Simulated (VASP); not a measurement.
# BaTiO3 in VASP: further runs, part 3 of 3

VASP 6.6.1. Earlier steps stand in the parts before.

## (6) Single point, PBE

Contents of INCAR:

```
  ALGO = Normal
  EDIFF = 1E-6
  ENCUT = 910
  GGA = PE
  GGA_COMPAT = F
  ISIF = 2
  ISMEAR = 0
  LASPH = T
  LCHARG = F
  LREAL = F
  LWAVE = F
  NBANDS = 28
  NELM = 120
  PREC = Accurate
  SIGMA = 0.05
```

Contents of KPOINTS:

```
k-points
0
Gamma
  6 6 6
```

Contents of POSCAR:

```
BaTiO3
1.0
    3.8617644405      0.0000000000      0.0000000000
    0.0000000000      3.8617644405      0.0000000000
    0.0000000000      0.0000000000      3.8793363473
Ba Ti O
1 1 3
Direct
    0.0000000000      0.0000000000      0.0000000000
    0.5000000000      0.5000000000      0.4900000000
    0.5000000000      0.5000000000      0.0190000000
    0.5000000000      0.0000000000      0.5170000000
    0.0000000000      0.5000000000      0.5170000000
```

Potentials or basis: VASP PAW PBE potentials, release 64 (Ba_sv, Ti_sv, O_h).

Started as:

```sh
$ cat potpaw_PBE.64/Ba_sv/POTCAR potpaw_PBE.64/Ti_sv/POTCAR potpaw_PBE.64/O_h/POTCAR > POTCAR
$ mpirun -np 1 vasp_std > vasp.out
```

OUTCAR:

```text
EDIFF = 1E-6
   ENCUT = 910
   GGA = PE
   ISIF = 2
   ISMEAR = 0
   LASPH = T
   LREAL = F
   NELM = 120
   PREC = Accurate

 ion  position               nearest neighbor table
   1  0.000  0.000  0.000-   4 2.69   5 2.69   5 2.69   4 2.69   3 2.73   3 2.73   3 2.73   3 2.73
                             4 2.78   5 2.78   5 2.78   4 2.78   2 3.33   2 3.33   2 3.33   2 3.33
   2  0.500  0.500  0.490-   3 1.83   4 1.93   5 1.93   4 1.93   5 1.93   3 2.05   1 3.33   1 3.33
                             1 3.33   1 3.33   1 3.37   1 3.37   1 3.37   1 3.37
   3  0.500  0.500  0.019-   2 1.83   2 2.05   1 2.73   1 2.73   1 2.73   1 2.73
   4  0.500  0.000  0.517-   2 1.93   2 1.93   1 2.69   1 2.69   1 2.78   1 2.78
   5  0.000  0.500  0.517-   2 1.93   2 1.93   1 2.69   1 2.69   1 2.78   1 2.78

  LATTYP: Found a simple tetragonal cell.
 ALAT       =     3.8617644405
 C/A-ratio  =     1.0045502275

  Lattice vectors:

 A1 = (   3.8617644405,   0.0000000000,   0.0000000000)
 A2 = (   0.0000000000,   3.8617644405,   0.0000000000)
 A3 = (   0.0000000000,   0.0000000000,   3.8793363473)

Analysis of symmetry for initial positions (statically):
[... 181 lines left out ...]

 val. band max:        5.0931966987   @ k =   0.5000   0.5000   0.5000
 cond. band min:       7.0753028543   @ k =   0.0000   0.0000   0.0000
 fundamental gap:      1.9821061556
 Fermi energy:         5.3870312747

 k-point     1 :       0.0000    0.0000    0.0000
  band No.  band energies     occupation
      1     -51.0465      2.00000
      2     -27.3665      2.00000
      3     -27.3227      2.00000
      4     -27.3227      2.00000
      5     -19.5662      2.00000
      6     -12.0378      2.00000
[... 733 lines left out ...]
     27      13.9332      0.00000
     28      15.2410      0.00000

 [... further k-points ...]

------------------------ aborting loop because EDIFF is reached ----------------------------------------

  FORCE on cell =-STRESS in cart. coord.  units (eV):
  Direction    XX          YY          ZZ          XY          YZ          ZX
  --------------------------------------------------------------------------------------
  -------------------------------------------------------------------------------------
  Total        9.8193219      9.8193219     10.2891897      0.0000000      0.0000000      0.0000000
  in kB      271.9337332    271.9337332    284.9461300      0.0000000      0.0000000      0.0000000
  external PRESSURE =     276.2711988 kB  Pullay stress =       0.0000000 kB

 VOLUME and BASIS-vectors are now :
 -----------------------------------------------------------------------------
  energy-cutoff  :      910.00
  volume of cell :       57.85
      direct lattice vectors                 reciprocal lattice vectors
     3.861764441  0.000000000  0.000000000     0.258948990  0.000000000  0.000000000
     0.000000000  3.861764441  0.000000000     0.000000000  0.258948990  0.000000000
     0.000000000  0.000000000  3.879336347     0.000000000  0.000000000  0.257776050

 POSITION                                       TOTAL-FORCE (eV/Angst)
 -----------------------------------------------------------------------------------
      0.00000      0.00000      0.00000        -0.000000     -0.000000      0.200087
      1.93088      1.93088      1.90087         0.000000     -0.000000      0.396232
      1.93088      1.93088      0.07371         0.000000      0.000000     -0.435541
      1.93088      0.00000      2.00562         0.000000     -0.000000     -0.080389
      0.00000      1.93088      2.00562         0.000000     -0.000000     -0.080389
 -----------------------------------------------------------------------------------
    total drift:                                0.000000      0.000000     -0.000774

  FREE ENERGIE OF THE ION-ELECTRON SYSTEM (eV)
  ---------------------------------------------------
  free  energy   TOTEN  =       -39.4014025891 eV

  energy  without entropy=      -39.4014025891  energy(sigma->0) =      -39.40140259
```

stdout:

```text
POSCAR found type information on POSCAR BaTiO
 POSCAR found :  3 types and       5 ions
 scaLAPACK will be used
 LDA part: xc-table for (Slater+PW92), standard interpolation
 POSCAR, INCAR and KPOINTS ok, starting setup
 FFT: planning ... GRIDC
 FFT: planning ... GRID_SOFT
 FFT: planning ... GRID
 WAVECAR not read
 entering main loop
```

It took 2.1 min on 1 thread of Intel Xeon Platinum 8259CL at 2.50GHz (Skylake/Cascade Lake), shared host; peak memory 0.34 GiB.

Results:

```yaml
Free_energy: -39.4014 eV
Pressure: 27.6 GPa
Largest_force: 0.436 eV/Å
Band_gap_on_the_k_mesh: 1.98 eV, indirect (least direct gap 2.17 eV)
```

Forces in eV/Å, atoms in the order of the input:
```
Ba   0.000  0.000  0.200
Ti   0.000  0.000  0.396
O    0.000  0.000 -0.436
O    0.000  0.000 -0.080
O    0.000  0.000 -0.080
```

Stress tensor (GPa, compression positive):
```
27.19  0.00  0.00
 0.00 27.19  0.00
 0.00  0.00 28.49
```

Levels at points of the mesh, in eV from the valence-band top:
```tsv
k point	band 16	band 17	band 18	band 19	band 20	band 21	band 22	band 23	band 24	band 25
(0.00, 0.00, 0.00)	-1.41	-1.32	-0.20	-0.20	-0.19	1.98	2.23	2.23	4.72	4.79
(0.50, 0.00, 0.00)	-2.18	-1.95	-1.83	-0.94	-0.82	2.42	4.04	4.08	4.81	6.92
(0.50, 0.50, 0.00)	-3.11	-1.68	-0.89	-0.89	-0.10	4.10	4.10	4.53	5.59	8.40
(0.00, 0.00, 0.50)	-2.06	-2.06	-2.06	-0.68	-0.68	2.19	4.11	4.11	4.75	7.08
(0.50, 0.00, 0.50)	-3.07	-1.65	-0.82	-0.81	-0.19	4.07	4.13	4.51	5.74	8.39
(0.50, 0.50, 0.50)	-2.36	-2.33	-0.09	-0.09	0.00	4.85	4.85	4.85	7.07	7.20
```

Caveat: the cutoff is under 1.25 times the usual one of these potentials, so pressure, stress and relaxed cells hold a basis-set (Pulay) error; spin-orbit coupling is left out, which moves the levels of the heavy elements. As with any semilocal functional, this PBE gap is likely too small.

## (7) The runs side by side

```csv
potentials or basis,cell,cutoff (eV),second run,gap on the mesh (eV),pressure (GPa),largest force (eV/Å)
"VASP PAW PBE potentials, release 64 (Ba_sv, Ti_sv, O)","a = 3.862, b = 3.862, c = 3.879 Å, 5 atoms",520,-,1.98,27.9,0.46
"VASP PAW PBE potentials, release 64 (Ba_sv, Ti_sv, O)","a = 4.000, b = 4.000, c = 4.018 Å, 5 atoms",520,-,1.80,4.0,0.24
"VASP PAW PBE potentials, release 64 (Ba_sv, Ti_sv, O_h)","a = 3.862, b = 3.862, c = 3.879 Å, 5 atoms",910,hard_potentials,1.98,27.6,0.44
```

Some of these runs hold the atoms at other places in the same cell, which the table doesn't show; runs alike in all that it shows share one row.

Alike in all rows: task single point; level PBE; no spin polarisation; k mesh 6 × 6 × 6; smearing gaussian 0.05 eV.

Caveats: spin-orbit coupling is left out, which moves the levels of the heavy elements; the cutoff is under 1.25 times the usual one of these potentials, so pressure, stress and relaxed cells hold a basis-set (Pulay) error (some runs).

Total energies depend on the potentials used, so only differences within one code and one set of settings carry meaning.
